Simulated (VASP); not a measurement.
Input of a VASP 6.6.1 run:

File INCAR:

```
PREC = Accurate
ENCUT = 520
EDIFF = 1E-6
ISMEAR = 0
SIGMA = 0.1
LREAL = F
LASPH = T
NELM = 60
ALGO = Normal
ISIF = 2
LWAVE = F
LCHARG = F
LDIPOL = T
IDIPOL = 3
DIPOL = 0.5 0.5 0.323
GGA = PE
NBANDS = 98
```

Contents of KPOINTS:

```
regular mesh
0
Gamma
  5 5 1
```

POSCAR

```
Mo12N
1.0
    5.4740406976      0.0000000000      0.0000000000
   -1.8246802325      5.1609750637      0.0000000000
    0.0000000000      0.0000000000     19.8082144129
Mo N
12 1
Direct
    0.2500000000      0.2500000000      0.2019364248
    0.2500000000      0.7500000000      0.2019364248
    0.7500000000      0.2500000000      0.2019364248
    0.7500000000      0.7500000000      0.2019364248
    0.0000000000      0.0000000000      0.3106872619
    0.0000000000      0.5000000000      0.3106872619
    0.5000000000      0.0000000000      0.3106872619
    0.5000000000      0.5000000000      0.3106872619
    0.2500000000      0.2500000000      0.4194327787
    0.2500000000      0.7500000000      0.4194327787
    0.7500000000      0.2500000000      0.4194327787
    0.7500000000      0.7500000000      0.4194327787
    0.5000000000      0.5000000000      0.4761627072
```

Potentials or basis: VASP PAW PBE potentials, release 64 (Mo_sv, N).

Launch:

```console
$ cat potpaw_PBE.64/Mo_sv/POTCAR potpaw_PBE.64/N/POTCAR > POTCAR
$ mpirun -np 1 vasp_std > vasp.out
```

(1) Predict the largest force.

(2) Estimate the band gap on the k mesh.

Results:

(1) 1.157 eV/Å.

(2) zero (an odd number of electrons rules out a gap without spin polarisation).
